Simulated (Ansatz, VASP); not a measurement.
One calculation of AlGa2, two programs

```
Al Ga
1.0
     3.52140    0.00000    0.00000
    -1.76070    3.04962    0.00000
     0.00000    0.00000    5.89915
Al Ga
1 2
Direct
  0.00000 0.00000 0.00000
  0.00000 0.00000 0.34751
  0.00000 0.00000 0.65249
```

Alike in both runs: task relaxation of cell and atoms; functional PBE; k mesh 6 × 6 × 4; occupations gaussian, width 0.1 eV; no spin polarisation.

```csv
,VASP,Ansatz
version,VASP 6.6.1,Ansatz 0.2.0
potentials or method,"VASP PAW PBE potentials, release 64 (Al, Ga_d), cutoff 600 eV","scalar-relativistic, plane waves, PAW"
valence electrons in the cell,29,29
```

|  | VASP | Ansatz | Ansatz less VASP |
| --- | --- | --- | --- |
| gap on the k mesh at the Fermi level, each at its own relaxed structure (eV) | none | none | - |
| relaxed volume (Å³/atom) | 18.96 | 18.92 | -0.040 |
| relaxed length of the cell vector where the two differ most in proportion (Å) | 8.120 | 8.113 | -0.0070 |

A gap of «none» marks a metal or a gap that the smearing closes.
